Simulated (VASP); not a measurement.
A run of VASP 6.6.1:

The input INCAR:

```
  ALGO = Normal
  EDIFF = 1E-7
  ENCUT = 520
  GGA = PE
  ISIF = 2
  ISMEAR = -1
  LASPH = True
  LCHARG = False
  LREAL = False
  LWAVE = False
  NBANDS = 11
  NELM = 100
  PREC = Accurate
  SIGMA = 0.08
```

File KPOINTS:

```
k-points
0
Gamma
  15 15 15
```

File POSCAR:

```
BP
1.0
    0.0000000000      2.1793249680      2.1793249680
    2.1793249680      0.0000000000      2.1793249680
    2.1793249680      2.1793249680      0.0000000000
B P
1 1
Direct
    0.0000000000      0.0000000000      0.0000000000
    0.2500000000      0.2500000000      0.2500000000
```

Potentials or basis: VASP PAW PBE potentials, release 64 (B, P).

The run is started by

```sh
$ cat potpaw_PBE.64/B/POTCAR potpaw_PBE.64/P/POTCAR > POTCAR
$ mpirun -np 1 vasp_std > vasp.out
```

Hardware: 1 thread of Intel Xeon 6975P-C, on a shared host.

Question: Estimate the wall time of this run.

Answer: It took 15 s on 1 thread of Intel Xeon 6975P-C, on a shared host, peak memory 0.15 GiB. Counts: scf iterations 14, k points 120.
